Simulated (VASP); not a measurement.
Set up this calculation in VASP 6.6.1, as the native input.

```yaml
Task: single point
Functional: PBEsol
Potentials_or_basis: VASP PAW PBE potentials, release 64 (Ga_d)
Cutoff: 520 eV
k_mesh: 10 × 10 × 8
Occupations: fermi-dirac, width 0.05 eV
Spin: no spin polarisation
Dipole_correction: no
Further_INCAR_settings: ALGO = Fast; EDIFF = 1e-07; NBANDS = 20
```

The structure of Ga lies in POSCAR:

```
Ga
1.0
    1.3695323370     -3.9487276540      0.0063321917
    1.3695323370      3.9487276540      0.0063321917
   -0.1010574045      0.0000000000      3.0908810730
Ga
2
Direct
    0.1344767306      0.8655232694      0.7500000000
    0.8655232694      0.1344767306      0.2500000000
```

The input as run:

INCAR

```
SYSTEM = Ga
PREC     = Accurate       ! precision mode
ENCUT    = 520            ! plane-wave cutoff, eV
EDIFF    = 1E-7           ! SCF threshold, eV
ISMEAR   = -1             ! smearing method
SIGMA    = 0.05           ! smearing width, eV
LREAL    = .False.        ! projectors in reciprocal space
LASPH    = .True.         ! aspherical terms in the spheres
NELM     = 100            ! most SCF steps
ALGO     = Fast           ! electronic algorithm
ISIF     = 2              ! what is computed and relaxed
LWAVE    = .False.        ! write WAVECAR
LCHARG   = .False.        ! write CHGCAR
GGA      = PS             ! functional
NBANDS   = 20             ! bands
```

KPOINTS

```
regular mesh
0
Gamma
  10 10 8
  0 0 0
```

Potentials or basis: VASP PAW PBE potentials, release 64 (Ga_d).

Run with:

```bash
$ cat potpaw_PBE.64/Ga_d/POTCAR > POTCAR
$ mpirun -np 1 vasp_std > vasp.out
```

It gave:

```yaml
Pressure: 5.2 GPa
Band_gap_on_the_k_mesh: zero (band 13 reaches 11.61 eV, above the bottom of band 14 at 1.80 eV)
```

Caveat: the PAW data sets were made with another functional, which shifts forces and pressure a little.

Wall time 59 s on 1 thread of Intel(R) Xeon(R) 6975P-C (Granite Rapids), on a shared host, peak memory 0.25 GiB.
